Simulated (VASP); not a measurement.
Crystal: InAs.

```
In As
1.0
     0.00000    2.84143    2.84143
     2.84143    0.00000    2.84143
     2.84143    2.84143    0.00000
In As
1 1
Direct
  0.00000 0.00000 0.00000
  0.50000 0.50000 0.50000
```

Base run:

* Program: VASP 6.6.1
* Functional: r2SCAN
* Potentials or basis: VASP PAW PBE potentials, release 64 (In_d, As)
* Cutoff: 520 eV
* k mesh: 6 × 6 × 6
* Occupations: fermi-dirac, width 0.02 eV
* Spin: no spin polarisation

Its results: band gap on the k mesh zero (band 9 reaches 6.52 eV, above the bottom of band 10 at 3.72 eV); pressure 0.2 GPa.

Task: The run is repeated on the same cell with these changes: functional from r2SCAN to PBE. What comes out?

Result: Band gap on the k mesh zero (band 9 reaches 6.73 eV, above the bottom of band 10 at 4.00 eV); pressure 2.6 GPa.

Caveats: spin-orbit coupling is left out, which moves the levels of the heavy elements; the PAW data sets were made with another functional, which shifts forces and pressure a little (some runs).
